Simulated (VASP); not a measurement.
# Ga3Sb (I4/mmm) in VASP: further runs

The runs below take Ga3Sb through single point, with PBEsol+D3(BJ).

Everything below comes from runs of VASP 6.6.1. Logs are shortened: lines on timing, memory, paths and dates and some standing lists are left out, and cuts for length are marked.

## (1) The cell of the first run

It takes space group I4/mmm (No. 139, tetragonal). The conventional cell has a = 4.006 Å, b = 4.006 Å, c = 9.384 Å, α = 90.00°, β = 90.00°, γ = 90.00°. Ga (site symmetry -4m2) has 8 Ga at 2.83 to 3.08 Å and 4 Sb at 3.08 Å within 3.7 Å. Ga (site symmetry 4/mmm) has 4 Sb at 2.83 Å and 8 Ga at 3.08 Å within 3.7 Å. Sb (site symmetry 4/mmm) has 12 Ga at 2.83 to 3.08 Å within 3.7 Å.

## (2) Single point, PBEsol+D3(BJ) (18.82 Å³/atom)

File INCAR:

```
SYSTEM = Ga3Sb
PREC = Accurate ; ENCUT = 520
EDIFF = 1E-6 ; ISMEAR = 0
SIGMA = 0.15 ; LREAL = .False.
LASPH = .True. ; NELM = 60
ALGO = Fast ; ISIF = 2
LWAVE = .False. ; LCHARG = .False.
GGA = PS ; IVDW = 12
NBANDS = 30
```

File KPOINTS:

```
Automatic mesh
0
Gamma
  14 14 14
  0 0 0
```

File POSCAR:

```
Ga3Sb
1.0
   -2.0030762830      2.0030762830      4.6918055778
    2.0030762830     -2.0030762830      4.6918055778
    2.0030762830      2.0030762830     -4.6918055778
Ga Sb
3 1
Direct
    0.7500000000      0.2500000000      0.5000000000
    0.2500000000      0.7500000000      0.5000000000
    0.5000000000      0.5000000000      0.0000000000
    0.0000000000      0.0000000000      0.0000000000
```

Potentials or basis: VASP PAW PBE potentials, release 64 (Ga_d, Sb).

On the command line:

```bash
$ cat potpaw_PBE.64/Ga_d/POTCAR potpaw_PBE.64/Sb/POTCAR > POTCAR
$ mpirun -np 1 vasp_std > vasp.out
```

OUTCAR:

```text
SYSTEM = Ga3Sb
   PREC = Accurate
   ENCUT = 520
   EDIFF = 1E-6
   ISMEAR = 0
   LREAL = .False.
   LASPH = .True.
   NELM = 60
   ISIF = 2
   GGA = PS
   IVDW = 12
 IVDW          = 12

 ion  position               nearest neighbor table
   1  0.750  0.250  0.500-   2 2.83   2 2.83   2 2.83   2 2.83   4 3.08   4 3.08   4 3.08   4 3.08

   2  0.250  0.750  0.500-   1 2.83   1 2.83   1 2.83   1 2.83   4 3.08   4 3.08   4 3.08   4 3.08

   3  0.500  0.500  0.000-   4 2.83   4 2.83   4 2.83   4 2.83
   4  0.000  0.000  0.000-   3 2.83   3 2.83   3 2.83   3 2.83   1 3.08   1 3.08   2 3.08   2 3.08
                             2 3.08   1 3.08   2 3.08   1 3.08

  LATTYP: Found a body centered tetragonal cell.
 ALAT       =     4.0061525660
 C/A-ratio  =     2.3423000001

  Lattice vectors:

 A1 = (  -2.0030762830,   2.0030762830,   4.6918055778)
 A2 = (   2.0030762830,  -2.0030762830,   4.6918055778)
 A3 = (   2.0030762830,   2.0030762830,  -4.6918055778)

Analysis of symmetry for initial positions (statically):
=====================================================================
 Subroutine PRICEL returns:
 Original cell was already a primitive cell.

 Routine SETGRP: Setting up the symmetry group for a
 body centered tetragonal supercell.

 Subroutine GETGRP returns: Found 16 space group operations
 (whereof 16 operations were pure point group operations)
 out of a pool of 16 trial point group operations.

The static configuration has the point symmetry D_4h.

Analysis of symmetry for dynamics (positions and initial velocities):
=====================================================================
 Subroutine PRICEL returns:
 Original cell was already a primitive cell.

 Routine SETGRP: Setting up the symmetry group for a
 body centered tetragonal supercell.

 Subroutine GETGRP returns: Found 16 space group operations
 (whereof 16 operations were pure point group operations)
 out of a pool of 16 trial point group operations.

The dynamic configuration has the point symmetry D_4h.

 Subroutine INISYM returns: Found 16 space group operations
 (whereof 16 operations are pure point group operations),
 and found     1 'primitive' translations

----------------------------------------------------------------------------------------

                                     Primitive cell

  volume of cell :      75.3000

  direct lattice vectors                    reciprocal lattice vectors
    -2.003076283  2.003076283  4.691805578     0.000000000  0.249616055  0.106568781
     2.003076283 -2.003076283  4.691805578     0.249616055  0.000000000  0.106568781
[... 94 lines left out ...]
   NFREE  =      0    steps in history (QN), initial steepest desc. (CG)
   ISIF   =      2    stress and relaxation
   ISYM   =      2    0-nonsym 1-usesym 2-fastsym
   POTIM  = 0.5000    time-step for ionic-motion
   TEBEG  =    0.0;   TEEND  =   0.0 temperature during run
   PSTRESS=    0.0 pullay stress
   NELECT =      44.0000    total number of electrons
   NUPDOWN=      -1.0000    fix difference up-down
   EMIN   =  10.00;   EMAX   =-10.00  energy-range for DOS
   EFERMI =   0.00;   METHOD = LEGACY
   ISMEAR =     0;   SIGMA  =   0.15  broadening in eV -4-tet -1-fermi 0-gaus
   EFERMI_NEDOS =   21; number of points for ismear=-14 and -15
   IALGO  =     68    algorithm
   IMIX   =      4    mixing-type and parameters
     AMIX     =   0.40;   BMIX     =  1.00
     AMIX_MAG =   1.60;   BMIX_MAG =  1.00
  volume/ion in A,a.u.               =      18.82       127.04
  Fermi-wavevector in a.u.,A,eV,Ry     =   1.368655  2.586383 25.486667  1.873217
  Thomas-Fermi vector in A             =   2.494600
   LORBIT       =      0    0 simple, 1 ext, 2 COOP (PROOUT), +10 PAW based schemes
   GGA     = PS    functional components
   LHFCALC =     F    Hartree Fock is set to
   AEXX    =    0.0000 exact exchange contribution
   IVDW    =    12    specifies the selected vdW correction
   LEPSILON=     F    determine dielectric tensor
   LRPA    =     F    only Hartree local field effects (RPA)
 non-spin polarized calculation
 RMM-DIIS sequential band-by-band and
 Gauss-broadening in eV      SIGMA  =   0.15
  energy-cutoff  :      520.00
  volume of cell :       75.30
 maximum number of plane-waves:      2058
 NGX is ok and might be reduce to    42
   NGX = 21   NGY = 21   NGZ = 21

 number of electron      44.0000002 magnetization

 Free energy of the ion-electron system (eV)
  ---------------------------------------------------
  ext. energy  EPLUGINS =         0.00000000
  ---------------------------------------------------
  free energy    TOTEN  =       -14.16703406 eV

  energy without entropy =      -14.14647922  energy(sigma->0) =      -14.15675664

 E-fermi :   7.5317     XC(G=0): -11.3801

 val. band max:        7.5303413324   @ k =   0.4286   0.0000  -0.0000
 cond. band min:       7.5342460118   @ k =   0.5000   0.5000   0.2857
 fundamental gap:      0.0039046794
 Fermi energy:         7.5316686433

 k-point     1 :       0.0000    0.0000    0.0000
  band No.  band energies     occupation
      1      -7.5379      2.00000
      2      -7.4964      2.00000
      3      -7.4430      2.00000
      4      -7.4014      2.00000
      5      -7.3979      2.00000
      6      -7.3979      2.00000
[... 781 lines left out ...]
     29      13.1013      0.00000
     30      15.8534      0.00000

 [... further k-points ...]

------------------------ aborting loop because EDIFF is reached ----------------------------------------

 Edisp (eV)   -1.56223

 E8    (eV) :    -1.0800

  FORCE on cell =-STRESS in cart. coord.  units (eV):
  Direction    XX          YY          ZZ          XY          YZ          ZX
  --------------------------------------------------------------------------------------
  -------------------------------------------------------------------------------------
  Total       1.49692     1.49692     1.34054     0.00000    -0.00000     0.00000
  in kB      31.85041    31.85041    28.52294     0.00000    -0.00000     0.00000
  external pressure =       30.74 kB  Pullay stress =        0.00 kB

 VOLUME and BASIS-vectors are now :
 -----------------------------------------------------------------------------
  energy-cutoff  :      520.00
  volume of cell :       75.30
      direct lattice vectors                 reciprocal lattice vectors
    -2.003076283  2.003076283  4.691805578     0.000000000  0.249616055  0.106568781
     2.003076283 -2.003076283  4.691805578     0.249616055  0.000000000  0.106568781
     2.003076283  2.003076283 -4.691805578     0.249616055  0.249616055  0.000000000

 POSITION                                       TOTAL-FORCE (eV/Angst)
 -----------------------------------------------------------------------------------
      0.00000      2.00308      2.34590        -0.000000      0.000000     -0.000000
      2.00308      0.00000      2.34590         0.000000      0.000000     -0.000000
      0.00000      0.00000      4.69181         0.000000     -0.000000      0.000000
      0.00000      0.00000      0.00000         0.000000     -0.000000      0.000000
 -----------------------------------------------------------------------------------
    total drift:                               -0.000000      0.000000      0.000000

  FREE ENERGIE OF THE ION-ELECTRON SYSTEM (eV)
  ---------------------------------------------------
  free  energy   TOTEN  =       -15.7292686548 eV

  energy  without entropy=      -15.7087138093  energy(sigma->0) =      -15.71899123
```

OSZICAR:

```text
N       E                     dE             d eps       ncg     rms          rms(c)
DAV:   1     0.299840461849E+03    0.29984E+03   -0.20632E+04 15102   0.248E+03
DAV:   2     0.220018698428E+02   -0.27784E+03   -0.26987E+03 15082   0.507E+02
DAV:   3    -0.131458018558E+02   -0.35148E+02   -0.34396E+02 16704   0.138E+02
DAV:   4    -0.142649172191E+02   -0.11191E+01   -0.11128E+01 17586   0.265E+01
DAV:   5    -0.142934708266E+02   -0.28554E-01   -0.28544E-01 18600   0.421E+00    0.322E+00
RMM:   6    -0.141930961008E+02    0.10037E+00   -0.18580E-01 19095   0.433E+00    0.179E+00
RMM:   7    -0.141688687357E+02    0.24227E-01   -0.68183E-02 20016   0.201E+00    0.304E-01
RMM:   8    -0.141670143316E+02    0.18544E-02   -0.63096E-03 20820   0.745E-01    0.570E-02
RMM:   9    -0.141670216692E+02   -0.73377E-05   -0.13026E-03 22857   0.328E-01    0.542E-02
RMM:  10    -0.141670345471E+02   -0.12878E-04   -0.29587E-04 24948   0.134E-01    0.175E-02
RMM:  11    -0.141670326772E+02    0.18699E-05   -0.48058E-05 21665   0.627E-02    0.193E-03
RMM:  12    -0.141670340071E+02   -0.13299E-05   -0.14658E-05 19138   0.273E-02    0.214E-03
RMM:  13    -0.141670340614E+02   -0.54283E-07   -0.22730E-06 12305   0.129E-02
   1 F= -.15729269E+02 E0= -.15718991E+02  d E =-.205548E-01
```

Wall time 19 min (1 thread of Oxide Virtual Turin-like, shared host); peak memory 0.58 GiB.

Results:

```yaml
Free_energy: -15.7293 eV
Pressure: 3.1 GPa
Band_gap_on_the_k_mesh: zero (bands 22 and 23 overlap by 5.03 eV)
Dispersion_energy_per_atom: -0.391 eV
```

Caveat: the cell stands under pressure; the PAW data sets were made with another functional, which shifts forces and pressure a little; spin-orbit coupling is left out, which moves the levels of the heavy elements.

[end of part 1 of 3]
